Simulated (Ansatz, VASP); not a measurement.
**Si: VASP beside Ansatz**

INCAR

```
SYSTEM = Si
  PREC = Accurate
  ENCUT = 520
  EDIFF = 1E-6
  ISMEAR = 0
  SIGMA = 0.1
  LREAL = .FALSE.
  LASPH = .TRUE.
  NELM = 80
  ALGO = Normal
  ISIF = 2
  LWAVE = .FALSE.
  LCHARG = .TRUE.
  LDIPOL = .TRUE.
  IDIPOL = 3
  DIPOL = 0.5 0.5 0.364
  GGA = PE
  IVDW = 12
  LELF = .TRUE.
  LVHAR = .TRUE.
  LVACPOTAV = .TRUE.
  NBANDS = 16
```

The input KPOINTS:

```
Automatic mesh
0
G
  9 9 1
  0 0 0
```

POSCAR

```
Si
1.0
    3.8475254748      0.0000000000      0.0000000000
   -1.9237627374      3.3320548028      0.0000000000
    0.0000000000      0.0000000000     18.4415958287
Si
4
Direct
    0.3333333333      0.6666666667      0.2695427207
    0.6666666667      0.3333333333      0.2440135898
    1.5555555556     -0.5555555556      0.4848601993
    1.2222222222     -0.2222222222      0.4593310684
```

Input for Ansatz:

```yaml
crystal:
  lattice:
    - [3.8475254748, 0.0, 0.0]
    - [-1.9237627374, 3.3320548028, 0.0]
    - [0.0, 0.0, 18.4415958287]
  atoms:
    - { symbol: Si, position: [0.3333333333, 0.6666666667, 0.2695427207] }
    - { symbol: Si, position: [0.6666666667, 0.3333333333, 0.2440135898] }
    - { symbol: Si, position: [1.5555555556, -0.5555555556, 0.4848601993] }
    - { symbol: Si, position: [1.2222222222, -0.2222222222, 0.4593310684] }
basis:
  ecutwfc: 420
kpoints:
  mp_grid: { grid: [9, 9, 1] }
hamiltonian:
  xc: pbe
  pseudopotentials: { kind: paw, azcp: { folder: soft_1 } }
  dispersion: d3bj
scf:
  occupations: { method: gaussian, width: 0.1 }
output:
  forces: true
  eigenvalues: true
  write_density: true
  write_potential: true
  elf: true
  volumetric_format: npy
efield:
  axis: 3
  dipole_correction: true
  ramp_width: 0.04
```

Alike in both runs: task single point; functional PBE; dispersion D3(BJ); k mesh 9 × 9 × 1; occupations gaussian, width 0.1 eV; no spin polarisation.

```csv
,VASP,Ansatz
version,VASP 6.6.1,Ansatz 0.2.0
potentials or method,"VASP PAW PBE potentials, release 64 (Si), cutoff 520 eV","scalar-relativistic, plane waves, PAW"
valence electrons in the cell,16,16
```

Ansatz gave:

- gap on the k mesh at the Fermi level (eV): 0.25
- least direct gap on the mesh (eV): 0.25
- rms of the force components (eV/Å): 0.121

**Question.** What did VASP give for the same quantities?

**Answer.** gap on the k mesh at the Fermi level (eV): 0.24; least direct gap on the mesh (eV): 0.25; rms of the force components (eV/Å): 0.119.

Atom by atom the forces differ by 0.002 eV/Å (rms over components).
